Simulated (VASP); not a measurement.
# Nb2Br (P4/mmm) in VASP: relaxation of cell and atoms with PBE

Aim: the relaxation of cell and atoms of Nb2Br with PBE.

Program: VASP 6.6.1. These are calculated values, not measurements. Logs are shortened: lines on timing, memory, paths and dates and some standing lists are left out, and cuts for length are marked.

### Step 1. The cell of the first run

It takes space group P4/mmm (No. 123, tetragonal). The conventional cell has a = 4.502 Å, b = 4.502 Å, c = 2.957 Å, α = 90.00°, β = 90.00°, γ = 90.00°. Within 3.6 Å of Nb (site symmetry mmm) lie 4 Br at 2.69 Å and 6 Nb at 2.96 to 3.18 Å. Br (site symmetry 4/mmm) has 8 Nb at 2.69 Å and 2 Br at 2.96 Å within 3.6 Å.

### Step 2. Relaxation of cell and atoms, PBE

Input file INCAR:

```
SYSTEM = Nb2Br
PREC = Accurate
ENCUT = 600
EDIFF = 1E-7
ISMEAR = 0
SIGMA = 0.1
LREAL = .False.
LASPH = .True.
NELM = 100
ALGO = Normal
ISIF = 3
LWAVE = .False.
LCHARG = .False.
GGA = PE
IBRION = 2
NSW = 100
EDIFFG = -0.01
```

Input file KPOINTS:

```
Automatic mesh
0
Gamma
  10 10 16
  0 0 0
```

Input file POSCAR:

```
Nb2Br
1.0
    4.5015745343      0.0000000000      0.0000000000
    0.0000000000      4.5015745343      0.0000000000
    0.0000000000      0.0000000000      2.9568348556
Nb Br
2 1
Direct
    0.5000000000      0.0000000000      0.5000000000
    0.0000000000      0.5000000000      0.5000000000
    0.0000000000      0.0000000000      0.0000000000
```

Potentials or basis: VASP PAW PBE potentials, release 64 (Nb_sv, Br).

Command:

```
$ cat potpaw_PBE.64/Nb_sv/POTCAR potpaw_PBE.64/Br/POTCAR > POTCAR
$ mpirun -np 1 vasp_std > vasp.out
```

OUTCAR:

```text
SYSTEM = Nb2Br
   PREC = Accurate
   ENCUT = 600
   EDIFF = 1E-7
   ISMEAR = 0
   LREAL = .False.
   LASPH = .True.
   NELM = 100
   ISIF = 3
   GGA = PE
   IBRION = 2
   NSW = 100
   EDIFFG = -0.01

 ion  position               nearest neighbor table
   1  0.500  0.000  0.500-   3 2.69   3 2.69   3 2.69   3 2.69
   2  0.000  0.500  0.500-   3 2.69   3 2.69   3 2.69   3 2.69
   3  0.000  0.000  0.000-   1 2.69   2 2.69   1 2.69   2 2.69   2 2.69   2 2.69   1 2.69   1 2.69

  LATTYP: Found a simple tetragonal cell.
 ALAT       =     4.5015745343
 C/A-ratio  =     0.6568445847

  Lattice vectors:

 A1 = (   4.5015745343,   0.0000000000,   0.0000000000)
 A2 = (   0.0000000000,   4.5015745343,   0.0000000000)
 A3 = (   0.0000000000,   0.0000000000,   2.9568348556)

Analysis of symmetry for initial positions (statically):
=====================================================================
 Subroutine PRICEL returns:
 Original cell was already a primitive cell.

 Routine SETGRP: Setting up the symmetry group for a
 simple tetragonal supercell.

 Subroutine GETGRP returns: Found 16 space group operations
 (whereof 16 operations were pure point group operations)
 out of a pool of 16 trial point group operations.

The static configuration has the point symmetry D_4h.

Analysis of symmetry for dynamics (positions and initial velocities):
=====================================================================
 Subroutine PRICEL returns:
 Original cell was already a primitive cell.

 Routine SETGRP: Setting up the symmetry group for a
 simple tetragonal supercell.

 Subroutine GETGRP returns: Found 16 space group operations
 (whereof 16 operations were pure point group operations)
 out of a pool of 16 trial point group operations.

The dynamic configuration has the point symmetry D_4h.

 Subroutine INISYM returns: Found 16 space group operations
 (whereof 16 operations are pure point group operations),
 and found     1 'primitive' translations

----------------------------------------------------------------------------------------

                                     Primitive cell

  volume of cell :      59.9178

  direct lattice vectors                    reciprocal lattice vectors
     4.501574534  0.000000000  0.000000000     0.222144495  0.000000000  0.000000000
     0.000000000  4.501574534  0.000000000     0.000000000  0.222144495  0.000000000
     0.000000000  0.000000000  2.956834856     0.000000000  0.000000000  0.338199476

  length of vectors
     4.501574534  4.501574534  2.956834856     0.222144495  0.222144495  0.338199476

  position of ions in fractional coordinates (direct lattice)
     0.500000000  0.000000000  0.500000000
     0.000000000  0.500000000  0.500000000
     0.000000000  0.000000000  0.000000000

  ion indices of the primitive-cell ions
   primitive index   ion index
                 1           1
                 2           2
                 3           3

----------------------------------------------------------------------------------------

 KPOINTS: Automatic mesh

Automatic generation of k-mesh.
 Grid dimensions read from file:
 generate k-points for:   10   10   16

 Generating k-lattice:

  Cartesian coordinates                     Fractional coordinates (reciprocal lattice)
     0.022214449  0.000000000  0.000000000     0.100000000  0.000000000  0.000000000
     0.000000000  0.022214449  0.000000000     0.000000000  0.100000000  0.000000000
     0.000000000  0.000000000  0.021137467     0.000000000  0.000000000  0.062500000

  Length of vectors
     0.022214449  0.022214449  0.021137467

  Shift w.r.t. Gamma in fractional coordinates (k-lattice)
     0.000000000  0.000000000  0.000000000

 Subroutine IBZKPT returns following result:
 ===========================================

 Found    189 irreducible k-points:

 Following reciprocal coordinates:
            Coordinates               Weight
  0.000000  0.000000  0.000000      1.000000
  0.100000  0.000000  0.000000      4.000000
  0.200000  0.000000  0.000000      4.000000
  0.300000  0.000000  0.000000      4.000000
  0.400000  0.000000  0.000000      4.000000
  0.500000  0.000000  0.000000      2.000000
[... 16 lines left out ...]
  0.100000  0.000000  0.062500      8.000000
  0.200000  0.000000  0.062500      8.000000
 [... further k-points ...]
   k-points           NKPTS =    189   k-points in BZ     NKDIM =    189   number of bands    NBANDS=     20
   number of dos      NEDOS =    301   number of ions     NIONS =      3
   total plane-waves  NPLWV =  31104
   dimension x,y,z NGX =    36 NGY =   36 NGZ =   24
   dimension x,y,z NGXF=    72 NGYF=   72 NGZF=   48
   ions per type =               2   1
   NGX,Y,Z   is equivalent  to a cutoff of  13.30, 13.30, 13.49 a.u.
   NGXF,Y,Z  is equivalent  to a cutoff of  26.59, 26.59, 26.99 a.u.
 SYSTEM =  Nb2Br
   PREC   = accura    normal or accurate (medium, high low for compatibility)
   ISTART =      0    job   : 0-new  1-cont  2-samecut
   ICHARG =      2    charge: 1-file 2-atom 10-const
   ISPIN  =      1    spin polarized calculation?
   LNONCOLLINEAR =      F non collinear calculations
   LSORBIT =      F    spin-orbit coupling
   LASPH  =      T    aspherical Exc in radial PAW
   ENCUT  =  600.0 eV  44.10 Ry    6.64 a.u.   8.99  8.99  5.91*2*pi/ulx,y,z
   NELM   =    100;   NELMIN=  2; NELMDL= -5     # of ELM steps
   EDIFF  = 0.1E-06   stopping-criterion for ELM
   LREAL  =      F    real-space projection
   EDIFFG = -.1E-01   stopping-criterion for IOM
   NSW    =    100    number of steps for IOM
   IBRION =      2    ionic relax: 0-MD 1-quasi-New 2-CG
   NFREE  =      1    steps in history (QN), initial steepest desc. (CG)
   ISIF   =      3    stress and relaxation
   ISYM   =      2    0-nonsym 1-usesym 2-fastsym
   POTIM  = 0.5000    time-step for ionic-motion
   TEBEG  =    0.0;   TEEND  =   0.0 temperature during run
   PSTRESS=    0.0 pullay stress
   NELECT =      33.0000    total number of electrons
   NUPDOWN=      -1.0000    fix difference up-down
   EMIN   =  10.00;   EMAX   =-10.00  energy-range for DOS
   EFERMI =   0.00;   METHOD = LEGACY
   ISMEAR =     0;   SIGMA  =   0.10  broadening in eV -4-tet -1-fermi 0-gaus
   EFERMI_NEDOS =   21; number of points for ismear=-14 and -15
   IALGO  =     38    algorithm
   IMIX   =      4    mixing-type and parameters
     AMIX     =   0.40;   BMIX     =  1.00
     AMIX_MAG =   1.60;   BMIX_MAG =  1.00
  volume/ion in A,a.u.               =      19.97       134.78
  Fermi-wavevector in a.u.,A,eV,Ry     =   1.341923  2.535866 24.500779  1.800756
  Thomas-Fermi vector in A             =   2.470118
   LORBIT       =      0    0 simple, 1 ext, 2 COOP (PROOUT), +10 PAW based schemes
   GGA     = PE    functional components
   LHFCALC =     F    Hartree Fock is set to
   AEXX    =    0.0000 exact exchange contribution
   IVDW    =     0    specifies the selected vdW correction
   LEPSILON=     F    determine dielectric tensor
   LRPA    =     F    only Hartree local field effects (RPA)
 conjugate gradient relaxation of ions
 non-spin polarized calculation
 Gauss-broadening in eV      SIGMA  =   0.10
  energy-cutoff  :      600.00
  volume of cell :       59.92
 maximum number of plane-waves:      2028
 NGX is ok and might be reduce to    36
   NGX = 17   NGY = 17   NGZ = 11

--------------------------------------- Ionic step        1  -------------------------------------------

 number of electron      33.0000002 magnetization

 Free energy of the ion-electron system (eV)
  ---------------------------------------------------
  ext. energy  EPLUGINS =         0.00000000
  ---------------------------------------------------
  free energy    TOTEN  =       -18.74544749 eV

  energy without entropy =      -18.73009393  energy(sigma->0) =      -18.73777071

------------------------ aborting loop because EDIFF is reached ----------------------------------------

  FORCE on cell =-STRESS in cart. coord.  units (eV):
  Direction    XX          YY          ZZ          XY          YZ          ZX
  --------------------------------------------------------------------------------------
  -------------------------------------------------------------------------------------
  Total       -0.3234688     -0.3234688      0.7910226      0.0000000      0.0000000      0.0000000
  in kB       -8.6494206     -8.6494206     21.1516133      0.0000000      0.0000000      0.0000000
  external PRESSURE =       1.2842574 kB  Pullay stress =       0.0000000 kB
[... 133 lines left out ...]
  energy  without entropy=      -18.7363747771  energy(sigma->0) =      -18.74399290

--------------------------------------- Ionic step        5  -------------------------------------------

 number of electron      33.0000003 magnetization

 Free energy of the ion-electron system (eV)
  ---------------------------------------------------
  ext. energy  EPLUGINS =         0.00000000
  ---------------------------------------------------
  free energy    TOTEN  =       -18.75194309 eV

  energy without entropy =      -18.73664829  energy(sigma->0) =      -18.74429569

 E-fermi :   9.7884     XC(G=0): -11.4172

 val. band max:        9.7823493608   @ k =   0.5000   0.1000   0.0625
 cond. band min:       9.7897375163   @ k =   0.2000   0.2000   0.1875
 fundamental gap:      0.0073881554
 Fermi energy:         9.7883660861

 k-point     1 :       0.0000    0.0000    0.0000
  band No.  band energies     occupation
      1     -45.5485      2.00000
      2     -45.4800      2.00000
      3     -21.8776      2.00000
      4     -21.8776      2.00000
      5     -21.4153      2.00000
      6     -21.4153      2.00000
[... 12 lines left out ...]
     19      10.7848      0.00000
[... 513 lines left out ...]
      4     -21.8497      2.00000
      5     -21.4435      2.00000
      6     -21.4384      2.00000
[... 12 lines left out ...]
     19      11.0723      0.00000
     20      11.7358      0.00000

 [... further k-points ...]
[... 5 lines left out ...]
  --------------------------------------------------------------------------------------
  -------------------------------------------------------------------------------------
  Total        0.0009914      0.0009914      0.0004218      0.0000000     -0.0000000      0.0000000
  in kB        0.0265628      0.0265628      0.0113018      0.0000000     -0.0000000      0.0000000
  external PRESSURE =       0.0214758 kB  Pullay stress =       0.0000000 kB
[... 18 lines left out ...]
  FREE ENERGIE OF THE ION-ELECTRON SYSTEM (eV)
  ---------------------------------------------------
  free  energy   TOTEN  =       -18.7519430917 eV

  energy  without entropy=      -18.7366482858  energy(sigma->0) =      -18.74429569

 reached required accuracy - stopping structural energy minimisation
```

It took 4.9 min on 1 thread of Intel Xeon 6975P-C (Granite Rapids), shared host; peak memory 0.39 GiB.

Results:

| Quantity | Value |
| --- | --- |
| Free energy | -18.7519 eV |
| Relaxed volume | 19.93 Å³/atom |
| Relaxed cell | a = 4.472 Å, b = 4.472 Å, c = 2.990 Å, α = 90.00°, β = 90.00°, γ = 90.00° |
| Space group after relaxing (to 0.05 Å) | P4/mmm (No. 123) |
| Energy gained by relaxing | 2.2 meV/atom |
| Ionic steps | 5 |
| Pressure after relaxing | 0.0 GPa |

Step by step:
| step | energy change (eV) | largest force (eV/Å) | pressure (GPa) | volume (Å³) |
| --- | --- | --- | --- | --- |
| 1 | 0.0000 | 0.0000 | 0.13 | 59.92 |
| 2 | -0.0061 | 0.0000 | -0.49 | 60.05 |
| 3 | -0.0061 | 0.0000 | -0.46 | 60.04 |
| 4 | -0.0062 | 0.0000 | 0.45 | 59.57 |
| 5 | -0.0065 | 0.0000 | 0.00 | 59.80 |

Final structure:
```
Nb Br
1.0
     4.47178    0.00000    0.00000
     0.00000    4.47178    0.00000
     0.00000    0.00000    2.99034
Nb Br
2 1
Direct
  0.50000 0.00000 0.50000
  0.00000 0.50000 0.50000
  0.00000 0.00000 0.00000
```

Levels at points of the mesh, in eV from the Fermi level:
```tsv
k point	band 14	band 15	band 16	band 17	band 18	band 19
(0.00, 0.00, 0.00)	-3.06	-2.84	-2.67	0.37	0.37	1.00
(0.50, 0.00, 0.00)	-2.21	-1.81	-1.58	0.35	0.66	0.75
(0.50, 0.50, 0.00)	-2.32	-1.11	-0.70	-0.70	1.12	2.08
(0.00, 0.00, 0.50)	-1.80	-0.49	-0.49	1.46	2.10	3.61
(0.50, 0.00, 0.50)	-1.34	-0.85	-0.64	-0.55	-0.22	-0.17
(0.50, 0.50, 0.50)	-2.67	-2.67	-1.06	0.08	0.42	0.42
```

Caveat: an odd number of electrons without spin polarisation forces a metal; a magnetic or distorted state may lie lower.
